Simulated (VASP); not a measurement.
A run of VASP 6.6.1:

INCAR

```
PREC = Accurate ; ENCUT = 500
EDIFF = 1E-6 ; ISMEAR = 0
SIGMA = 0.1 ; LREAL = False
LASPH = True ; NELM = 120
ALGO = Normal ; ISIF = 2
LWAVE = False ; LCHARG = True
GGA = PE ; LELF = True
LVHAR = True ; NBANDS = 12
GGA_COMPAT = False
```

File KPOINTS:

```
regular mesh
0
Gamma
  18 18 18
```

POSCAR

```
Ag
1.0
    0.0000000000      2.0741095535      2.0741095535
    2.0741095535      0.0000000000      2.0741095535
    2.0741095535      2.0741095535      0.0000000000
Ag
1
Direct
    0.0000000000      0.0000000000      0.0000000000
```

Potentials or basis: VASP PAW PBE potentials, release 64 (Ag).

Launch:

```console
$ cat potpaw_PBE.64/Ag/POTCAR > POTCAR
$ mpirun -np 1 vasp_std > vasp.out
```

Hardware: 1 thread of Intel Xeon 8259CL, with other jobs on the host.

Question: How long does it take, and how much memory?

Answer: It took 24 s on 1 thread of Intel Xeon 8259CL, on a shared host, peak memory 0.17 GiB. Counts: scf iterations 11, k points 195.
